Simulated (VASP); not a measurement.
**PbSe: single point with PBE**

PbSe:

```
CELL_PARAMETERS angstrom
-0.06124 3.03153 3.03153
3.03153 -0.06124 3.03153
3.03153 3.03153 -0.06124
ATOMIC_POSITIONS crystal
Pb 0.00000 0.00000 0.00000
Se 0.50000 0.50000 0.50000
```

This cell differs from its parent crystal: equal xy, yz and zx shear strains of -2 %.

- Program: VASP 6.6.1
- Task: single point
- Functional: PBE
- Potentials or basis: VASP PAW PBE potentials, release 64 (Pb_d, Se)
- Cutoff: 520 eV
- k mesh: 9 × 9 × 9
- Occupations: fermi-dirac, width 0.01 eV
- Spin: no spin polarisation
- Dipole correction: no
- Further INCAR settings: ALGO = Normal; EDIFF = 1e-06; NBANDS = 17

```json
{"Pressure": "2.3 GPa", "Band gap on the k mesh": "0.51 eV, indirect (least direct gap 0.66 eV)"}
```

Stress tensor (GPa, compression positive):
```
2.31 0.32 0.32
0.32 2.31 0.32
0.32 0.32 2.31
```

Levels at points of the mesh, in eV from the valence-band top:
```csv
k point,band 8,band 9,band 10,band 11,band 12,band 13
"(0.00, 0.00, 0.00)",-1.81,-1.81,-1.57,4.82,4.87,4.87
```

Run time: 55 s on 1 thread of Intel(R) Xeon(R) Platinum 8488C (Sapphire Rapids) (shared host), peak memory 0.23 GiB.

Caveat: the cell differs from its parent crystal (equal xy, yz and zx shear strains of -2 %); spin-orbit coupling is left out, which moves the levels of the heavy elements. A k mesh can miss the band edges.
